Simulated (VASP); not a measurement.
# ZrGaH4: single point with PBE

The system is ZrGaH4.

```
Zr Ga H
1.0
     3.51064    0.00000    0.00000
     0.00000    3.51064    0.00000
     0.00000    0.00000    4.43238
Zr Ga H
1 1 4
Direct
  0.50000 0.50000 0.50000
  0.00000 0.00000 0.00000
  0.50000 0.00000 0.25573
  0.00000 0.50000 0.74427
  0.50000 0.00000 0.74427
  0.00000 0.50000 0.25573
```

```json
{"Program": "VASP 6.6.1", "Task": "single point", "Functional": "PBE", "Potentials or basis": "VASP PAW PBE potentials, release 64 (Zr_sv, Ga_d, H)", "Cutoff": "520 eV", "k mesh": "6 × 6 × 4", "Occupations": "gaussian, width 0.1 eV", "Spin": "no spin polarisation"}
```

```yaml
Pressure: 0.0 GPa
Largest_force: 0.022 eV/Å
```

Forces in eV/Å, atoms in the order of the input:
```
Zr   0.000  0.000  0.000
Ga   0.000  0.000  0.000
H    0.000  0.000 -0.022
H    0.000  0.000  0.022
H    0.000  0.000  0.022
H    0.000  0.000 -0.022
```

Stress tensor (GPa, compression positive):
```
 0.08  0.00  0.00
 0.00  0.08  0.00
 0.00  0.00 -0.06
```

Levels at points of the mesh, in eV from the Fermi level:
```tsv
k point	band 11	band 12	band 13	band 14	band 15	band 16	band 17	band 18	band 19	band 20
(0.00, 0.00, 0.00)	-5.63	-5.00	-2.32	-0.28	1.27	1.27	2.59	2.59	2.59	2.60
(0.50, 0.00, 0.00)	-8.06	-5.42	-2.08	-1.46	0.40	1.00	1.58	3.45	4.10	5.63
(0.50, 0.50, 0.00)	-6.22	-5.63	-4.31	-4.31	-0.82	1.02	1.97	3.26	4.83	4.83
(0.00, 0.00, 0.50)	-8.38	-5.18	-1.94	0.01	0.01	0.62	2.62	4.67	6.01	6.01
(0.50, 0.00, 0.50)	-6.10	-6.05	-5.27	0.63	0.96	1.17	1.27	3.84	4.27	4.45
(0.50, 0.50, 0.50)	-6.80	-4.38	-3.58	-3.58	-3.11	1.91	2.29	3.28	4.07	4.07
```

It took 59 s on 1 thread of AMD EPYC 7R43 64-Core Processor (Zen 3) (shared host), peak memory 0.15 GiB.
